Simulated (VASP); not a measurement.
# C (P6_3/mmc) in VASP: notebook

C is run at these levels: PBEsol; tasks: single point.

Everything below comes from runs of VASP 6.6.1. Logs are shortened: lines on timing, memory, paths and dates and some standing lists are left out, and cuts for length are marked.

### Step 1. The cell of the first run

It takes space group P6_3/mmc (No. 194, hexagonal). Conventional cell: a = 1.692 Å, b = 1.692 Å, c = 5.830 Å, α = 90.00°, β = 90.00°, γ = 120.00°. C (site symmetry -6m2) has 6 C at 1.69 Å within 2.2 Å.

### Step 2. Single point, PBEsol

Input file INCAR:

```
SYSTEM = C
PREC = Accurate
ENCUT = 600
EDIFF = 1E-6
ISMEAR = 1
SIGMA = 0.05
LREAL = .False.
LASPH = .True.
NELM = 120
ALGO = Normal
ISIF = 2
LWAVE = .False.
LCHARG = .True.
GGA = PS
LELF = .True.
LVHAR = .True.
NBANDS = 11
GGA_COMPAT = .False.
```

Input file KPOINTS:

```
regular mesh
0
Gamma
  11 11 6
  0 0 0
```

Input file POSCAR:

```
C
1.0
    1.6919786671      0.0000000000      0.0000000000
   -0.8459893335      1.4652965084      0.0000000000
    0.0000000000      0.0000000000      5.8302375663
C
2
Direct
    0.3333333333      0.6666666667      0.2500000000
    0.6666666667      0.3333333333      0.7500000000
```

Potentials or basis: VASP PAW PBE potentials, release 64 (C).

The run is started by

```
> cat potpaw_PBE.64/C/POTCAR > POTCAR
> mpirun -np 1 vasp_std > vasp.out
```

OUTCAR:

```text
SYSTEM = C
   PREC = Accurate
   ENCUT = 600
   EDIFF = 1E-6
   ISMEAR = 1
   LREAL = .False.
   LASPH = .True.
   NELM = 120
   ISIF = 2
   GGA = PS

 ion  position               nearest neighbor table
   1  0.333  0.667  0.250-
   2  0.667  0.333  0.750-

  LATTYP: Found a hexagonal cell.
 ALAT       =     1.6919786671
 C/A-ratio  =     3.4458103283

  Lattice vectors:

 A1 = (   1.6919786671,   0.0000000000,   0.0000000000)
 A2 = (  -0.8459893335,   1.4652965084,   0.0000000000)
 A3 = (   0.0000000000,   0.0000000000,   5.8302375663)

Analysis of symmetry for initial positions (statically):
=====================================================================
 Subroutine PRICEL returns:
 Original cell was already a primitive cell.

 Routine SETGRP: Setting up the symmetry group for a
 hexagonal supercell.

 Subroutine GETGRP returns: Found 24 space group operations
 (whereof 12 operations were pure point group operations)
 out of a pool of 24 trial point group operations.

The static configuration has the point symmetry D_3d.
 The point group associated with its full space group is D_6h.

Analysis of symmetry for dynamics (positions and initial velocities):
=====================================================================
 Subroutine PRICEL returns:
 Original cell was already a primitive cell.

 Routine SETGRP: Setting up the symmetry group for a
 hexagonal supercell.

 Subroutine GETGRP returns: Found 24 space group operations
 (whereof 12 operations were pure point group operations)
 out of a pool of 24 trial point group operations.

The dynamic configuration has the point symmetry D_3d.
 The point group associated with its full space group is D_6h.

 Subroutine INISYM returns: Found 24 space group operations
 (whereof 12 operations are pure point group operations),
 and found     1 'primitive' translations

----------------------------------------------------------------------------------------

                                     Primitive cell

  volume of cell :      14.4546

  direct lattice vectors                    reciprocal lattice vectors
     1.691978667  0.000000000  0.000000000     0.591024000  0.341227866  0.000000000
    -0.845989334  1.465296508  0.000000000     0.000000000  0.682455731  0.000000000
     0.000000000  0.000000000  5.830237566     0.000000000  0.000000000  0.171519597

  length of vectors
     1.691978667  1.691978667  5.830237566     0.682455731  0.682455731  0.171519597

[... 83 lines left out ...]
   NSW    =      0    number of steps for IOM
   IBRION =     -1    ionic relax: 0-MD 1-quasi-New 2-CG
   NFREE  =      0    steps in history (QN), initial steepest desc. (CG)
   ISIF   =      2    stress and relaxation
   ISYM   =      2    0-nonsym 1-usesym 2-fastsym
   POTIM  = 0.5000    time-step for ionic-motion
   TEBEG  =    0.0;   TEEND  =   0.0 temperature during run
   PSTRESS=    0.0 pullay stress
   NELECT =       8.0000    total number of electrons
   NUPDOWN=      -1.0000    fix difference up-down
   EMIN   =  10.00;   EMAX   =-10.00  energy-range for DOS
   EFERMI =   0.00;   METHOD = LEGACY
   ISMEAR =     1;   SIGMA  =   0.05  broadening in eV -4-tet -1-fermi 0-gaus
   EFERMI_NEDOS =   21; number of points for ismear=-14 and -15
   IALGO  =     38    algorithm
   IMIX   =      4    mixing-type and parameters
     AMIX     =   0.40;   BMIX     =  1.00
     AMIX_MAG =   1.60;   BMIX_MAG =  1.00
  volume/ion in A,a.u.               =       7.23        48.77
  Fermi-wavevector in a.u.,A,eV,Ry     =   1.344114  2.540006 24.580845  1.806641
  Thomas-Fermi vector in A             =   2.472133
   LORBIT       =      0    0 simple, 1 ext, 2 COOP (PROOUT), +10 PAW based schemes
   GGA     = PS    functional components
   LHFCALC =     F    Hartree Fock is set to
   AEXX    =    0.0000 exact exchange contribution
   IVDW    =     0    specifies the selected vdW correction
   LEPSILON=     F    determine dielectric tensor
   LRPA    =     F    only Hartree local field effects (RPA)
 non-spin polarized calculation
 Methfessel and Paxton  Order N= 1 SIGMA  =   0.05
  energy-cutoff  :      600.00
  volume of cell :       14.45
 maximum number of plane-waves:       500
 NGX is ok and might be reduce to    14
   NGX =  7   NGY =  7   NGZ = 23

 number of electron       8.0000000 magnetization

 Free energy of the ion-electron system (eV)
  ---------------------------------------------------
  ext. energy  EPLUGINS =         0.00000000
  ---------------------------------------------------
  free energy    TOTEN  =       -11.54717743 eV

  energy without entropy =      -11.54751204  energy(sigma->0) =      -11.54728896

 E-fermi :   8.0306     XC(G=0): -12.1677

 val. band max:        7.9819008786   @ k =   0.3636   0.0909   0.3333
 cond. band min:       8.0743824377   @ k =   0.3636   0.0000   0.1667
 fundamental gap:      0.0924815591
 Fermi energy:         8.0306434555

 k-point     1 :       0.0000    0.0000    0.0000
  band No.  band energies     occupation
      1     -14.5233      2.00000
      2     -13.7849      2.00000
      3      -2.9661      2.00000
      4       0.8759      2.00000
      5      12.2021      0.00000
      6      22.2560      0.00000
      7      24.5860      0.00000
      8      24.5860      0.00000
      9      24.6049      0.00000
     10      24.6049      0.00000
     11      31.3539      0.00000
[... 309 lines left out ...]
 k-point    24 :       0.1818    0.0909    0.1667
  band No.  band energies     occupation
      1     -11.4594      2.00000
      2     -10.9062      2.00000
      3       0.9246      2.00000
      4       3.9832      2.00000
      5      14.4710      0.00000
      6      16.3844      0.00000
      7      18.3191      0.00000
      8      19.2432      0.00000
      9      20.0637      0.00000
     10      24.0809      0.00000
     11      36.3177      0.00000

 [... further k-points ...]
[... 5 lines left out ...]
  --------------------------------------------------------------------------------------
  -------------------------------------------------------------------------------------
  Total       -0.0167479     -0.0167479     -0.0356939     -0.0000000     -0.0000000      0.0000000
  in kB       -1.8563737     -1.8563737     -3.9563771     -0.0000000     -0.0000000      0.0000000
  external PRESSURE =      -2.5563748 kB  Pullay stress =       0.0000000 kB

 VOLUME and BASIS-vectors are now :
 -----------------------------------------------------------------------------
  energy-cutoff  :      600.00
  volume of cell :       14.45
      direct lattice vectors                 reciprocal lattice vectors
     1.691978667  0.000000000  0.000000000     0.591024000  0.341227866  0.000000000
    -0.845989334  1.465296508  0.000000000     0.000000000  0.682455731  0.000000000
     0.000000000  0.000000000  5.830237566     0.000000000  0.000000000  0.171519597

 POSITION                                       TOTAL-FORCE (eV/Angst)
 -----------------------------------------------------------------------------------
     -0.00000      0.97686      1.45756         0.000000      0.000000      0.000000
      0.84599      0.48843      4.37268        -0.000000      0.000000      0.000000
 -----------------------------------------------------------------------------------
    total drift:                               -0.000000      0.000000      0.000000

  FREE ENERGIE OF THE ION-ELECTRON SYSTEM (eV)
  ---------------------------------------------------
  free  energy   TOTEN  =       -11.5471774265 eV

  energy  without entropy=      -11.5475120407  energy(sigma->0) =      -11.54728896
```

stdout:

```text
POSCAR found type information on POSCAR C
 POSCAR found :  1 types and       2 ions
 scaLAPACK will be used
 -----------------------------------------------------------------------------
|                                                                             |
|                                                                             |
|     You enforced a specific xc type in the INCAR file but a different       |
|     I HOPE YOU KNOW WHAT YOU ARE DOING!                                     |
|                                                                             |
 -----------------------------------------------------------------------------

 LDA part: xc-table for (Slater+PW92), standard interpolation
 POSCAR, INCAR and KPOINTS ok, starting setup
 FFT: planning ... GRIDC
 FFT: planning ... GRID_SOFT
 FFT: planning ... GRID
 WAVECAR not read
 entering main loop
```

Run time: 8.7 s. Hardware: 1 thread of Intel Xeon Platinum 8488C (Sapphire Rapids), shared host; peak memory 0.12 GiB.

What came out:

```yaml
Free_energy: -11.5472 eV
Pressure: -0.3 GPa
Band_gap_on_the_k_mesh: zero (band 4 reaches 8.58 eV, above the bottom of band 5 at 7.39 eV)
```

Levels at points of the mesh, in eV from the Fermi level:
```tsv
k point	band 2	band 3	band 4	band 5	band 6	band 7
(0.00, 0.00, 0.00)	-21.82	-11.00	-7.15	4.17	14.23	16.56
(0.00, 0.00, 0.50)	-22.21	-9.33	-9.33	8.46	8.46	16.56
```

Caveat: the k points lie up to 0.39 Å⁻¹ apart; the PAW data sets were made with another functional, which shifts forces and pressure a little.

### Step 3. Single point, PBEsol

This run uses another cell than the first one, of 8.48 Å³/atom, 1.173 times its volume.

Input file INCAR:

```
SYSTEM = C
PREC = Accurate
ENCUT = 600
EDIFF = 1E-6
ISMEAR = 1
SIGMA = 0.05
LREAL = .FALSE.
LASPH = .TRUE.
NELM = 120
ALGO = Normal
ISIF = 2
LWAVE = .FALSE.
LCHARG = .FALSE.
GGA = PS
NBANDS = 11
GGA_COMPAT = .FALSE.
```

Input file KPOINTS:

```
regular mesh
0
G
  13 13 4
  0 0 0
```

Input file POSCAR:

```
C
1.0
    1.7170998636      0.0000000000      0.0000000000
   -0.8585499318      1.4870521027      0.0000000000
    0.0000000000      0.0000000000      6.6407720360
C
2
Direct
    0.3333333333      0.6666666667      0.2500000000
    0.6666666667      0.3333333333      0.7500000000
```

Potentials or basis: VASP PAW PBE potentials, release 64 (C).

The run is started by

```
> cat potpaw_PBE.64/C/POTCAR > POTCAR
> mpirun -np 1 vasp_std > vasp.out
```

OUTCAR:

```text
SYSTEM = C
   PREC = Accurate
   ENCUT = 600
   EDIFF = 1E-6
   ISMEAR = 1
   LREAL = .FALSE.
   LASPH = .TRUE.
   NELM = 120
   ISIF = 2
   GGA = PS

 ion  position               nearest neighbor table
   1  0.333  0.667  0.250-
   2  0.667  0.333  0.750-

  LATTYP: Found a hexagonal cell.
 ALAT       =     1.7170998636
 C/A-ratio  =     3.8674349563

  Lattice vectors:

 A1 = (   1.7170998636,   0.0000000000,   0.0000000000)
[... 514 lines left out ...]
      4      -0.4175      2.00000
      5      11.3762      0.00000
      6      15.8655      0.00000
      7      18.4971      0.00000
      8      18.6848      0.00000
      9      20.4044      0.00000
     10      20.4139      0.00000
     11      27.1997      0.00000

 [... further k-points ...]
[... 5 lines left out ...]
  --------------------------------------------------------------------------------------
  -------------------------------------------------------------------------------------
  Total       -0.0051524     -0.0051524     -0.0186964      0.0000000     -0.0000000      0.0000000
  in kB       -0.4868361     -0.4868361     -1.7665607      0.0000000     -0.0000000      0.0000000
  external PRESSURE =      -0.9134110 kB  Pullay stress =       0.0000000 kB

 VOLUME and BASIS-vectors are now :
 -----------------------------------------------------------------------------
  energy-cutoff  :      600.00
  volume of cell :       16.96
      direct lattice vectors                 reciprocal lattice vectors
     1.717099864  0.000000000  0.000000000     0.582377310  0.336235697  0.000000000
    -0.858549932  1.487052103  0.000000000     0.000000000  0.672471394  0.000000000
     0.000000000  0.000000000  6.640772036     0.000000000  0.000000000  0.150584901

 POSITION                                       TOTAL-FORCE (eV/Angst)
 -----------------------------------------------------------------------------------
     -0.00000      0.99137      1.66019         0.000000     -0.000000      0.000000
      0.85855      0.49568      4.98058        -0.000000      0.000000      0.000000
 -----------------------------------------------------------------------------------
    total drift:                                0.000000     -0.000000      0.000000

  FREE ENERGIE OF THE ION-ELECTRON SYSTEM (eV)
  ---------------------------------------------------
  free  energy   TOTEN  =       -11.5818171348 eV

  energy  without entropy=      -11.5818763983  energy(sigma->0) =      -11.58183689
```

OSZICAR:

```text
N       E                     dE             d eps       ncg     rms          rms(c)
DAV:   1     0.126571892880E+02    0.12657E+02   -0.48369E+03  1418   0.742E+02
DAV:   2    -0.108487104279E+02   -0.23506E+02   -0.22309E+02  1832   0.124E+02
DAV:   3    -0.117115410236E+02   -0.86283E+00   -0.85665E+00  1581   0.181E+01
DAV:   4    -0.117154003908E+02   -0.38594E-02   -0.38591E-02  1501   0.146E+00
DAV:   5    -0.117154117346E+02   -0.11344E-04   -0.11344E-04  1557   0.810E-02    0.291E+00
DAV:   6    -0.116181860874E+02    0.97226E-01   -0.60542E-02  1395   0.145E+00    0.173E+00
DAV:   7    -0.115817851671E+02    0.36401E-01   -0.98736E-02  1407   0.183E+00    0.190E-01
DAV:   8    -0.115818205636E+02   -0.35397E-04   -0.36626E-03  1416   0.405E-01    0.321E-02
DAV:   9    -0.115818073742E+02    0.13189E-04   -0.11201E-04  1503   0.703E-02    0.245E-02
DAV:  10    -0.115818173113E+02   -0.99371E-05   -0.95855E-06  1437   0.207E-02    0.467E-03
DAV:  11    -0.115818171348E+02    0.17652E-06   -0.80445E-07  1169   0.603E-03
   1 F= -.11581817E+02 E0= -.11581837E+02  d E =0.592635E-04
```

stdout:

```text
POSCAR found type information on POSCAR C
 POSCAR found :  1 types and       2 ions
 scaLAPACK will be used
 -----------------------------------------------------------------------------
|                                                                             |
|                                                                             |
|     You enforced a specific xc type in the INCAR file but a different       |
|     I HOPE YOU KNOW WHAT YOU ARE DOING!                                     |
|                                                                             |
 -----------------------------------------------------------------------------

 LDA part: xc-table for (Slater+PW92), standard interpolation
 POSCAR, INCAR and KPOINTS ok, starting setup
 FFT: planning ... GRIDC
 FFT: planning ... GRID_SOFT
 FFT: planning ... GRID
 WAVECAR not read
 entering main loop
```

It took 10 s on 1 thread of Intel Xeon Platinum 8488C (Sapphire Rapids), shared host; peak memory 0.13 GiB.

Results:

```yaml
Free_energy: -11.5818 eV
Pressure: -0.1 GPa
Band_gap_on_the_k_mesh: zero (band 4 reaches 7.11 eV, above the bottom of band 5 at 5.18 eV)
```

Caveat: the PAW data sets were made with another functional, which shifts forces and pressure a little; this functional lacks dispersion, which binds the layers, so the pressure and a relaxed spacing across them are unreliable.
